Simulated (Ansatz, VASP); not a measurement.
## BeSe: VASP beside Ansatz

The input POSCAR:

```
BeSe
1.0
    0.0000000000      2.5810353788      2.5810353788
    2.5810353788      0.0000000000      2.5810353788
    2.5810353788      2.5810353788      0.0000000000
Be Se
1 1
Direct
    0.0000000000      0.0000000000      0.0000000000
    0.2500000000      0.2500000000      0.2500000000
```

INCAR.step1

```
PREC = Accurate
ENCUT = 520
EDIFF = 1E-5
ISMEAR = 0
SIGMA = 0.01
LREAL = False
LASPH = True
NELM = 120
ALGO = Normal
ISIF = 2
LWAVE = True
LCHARG = False
GGA = PE
NBANDS = 11
GGA_COMPAT = False
```

Contents of INCAR.step2:

```
PREC = Accurate
ENCUT = 520
EDIFF = 1E-6
ISMEAR = 0
SIGMA = 0.01
LREAL = False
LASPH = True
NELM = 120
ALGO = Normal
ISIF = 2
LWAVE = False
LCHARG = False
GGA = PE
LHFCALC = True
AEXX = 0.25
PRECFOCK = Normal
ISTART = 1
NBANDS = 11
GGA_COMPAT = False
```

KPOINTS

```
regular mesh
0
Gamma
  6 6 6
```

Input for Ansatz:

```yaml
crystal:
  lattice:
    - [0.0, 2.5810353788, 2.5810353788]
    - [2.5810353788, 0.0, 2.5810353788]
    - [2.5810353788, 2.5810353788, 0.0]
  atoms:
    - { symbol: Be, position: [0.0, 0.0, 0.0] }
    - { symbol: Se, position: [0.25, 0.25, 0.25] }
kpoints:
  mp_grid: { grid: [6, 6, 6] }
  band_path:
    path:
      - [0.0, 0.0, 0.0]
      - [-0.5, -0.5, 0.0]
      - [-0.375, -0.375, 0.25]
      - [-0.375, 0.0, 0.375]
      - [0.0, 0.0, 0.5]
      - [-0.5, -0.25, 0.25]
      - [0.0, 0.5, 0.5]
    npoints: 1
hamiltonian:
  xc: pbe0
scf:
  occupations: { method: fixed }
  n_extra_bands: 4
output:
  forces: true
  stress: true
  eigenvalues: true
  write_density: true
  write_potential: true
  elf: true
  volumetric_format: npy
```

Alike in both runs: task single point; functional PBE0; k mesh 6 × 6 × 6; no spin polarisation.

```csv
,VASP,Ansatz
version,VASP 6.6.1,Ansatz 0.2.0
potentials or method,"VASP PAW PBE potentials, release 64 (Be, Se)","plane waves, PAW"
plane-wave cutoff (eV),520,420
occupations,"gaussian, width 0.01 eV",fixed
valence electrons in the cell,8,18
```

Ansatz gave:

```
gap on the k mesh at the Fermi level (eV) : 4.17
pressure (GPa)                            : -0.7
```

Which values does VASP return?

gap on the k mesh at the Fermi level (eV): 4.20; pressure (GPa): -0.8.

VASP's potentials hold 8 valence electrons a cell and Ansatz's 18, so a difference there can come from the potentials and not from the codes. Ansatz's warnings: stress exchange threshold loose, stress scf threshold loose.
